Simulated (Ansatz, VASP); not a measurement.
AlRu in VASP and in Ansatz

```
CELL_PARAMETERS angstrom
0.00000 2.49284 2.49284
2.49284 0.00000 2.49284
2.49284 2.49284 0.00000
ATOMIC_POSITIONS crystal
Ru 0.00000 0.00000 0.00000
Al 0.50000 0.50000 0.50000
```

Alike in both runs: functional PBE; k mesh 14 × 14 × 14; occupations fermi-dirac, width 0.1 eV; no spin polarisation.

Ansatz relaxed the structure, and its values are those at the end. VASP's run is a single point on that final structure, the one shown.

```csv
,VASP,Ansatz
version,VASP 6.6.1,Ansatz 0.2.0
potentials or method,"VASP PAW PBE potentials, release 64 (Ru_pv, Al)","PAW with Ansatz's default frozen-core files, scalar-relativistic"
plane-wave cutoff (eV),520,420
valence electrons in the cell,17,19
```

```tsv
	VASP	Ansatz	Ansatz less VASP
pressure (GPa)	0.0	0.0	-0.04
```

VASP's potentials hold 17 valence electrons a cell and Ansatz's 19, so a difference there can come from the potentials and not from the codes.
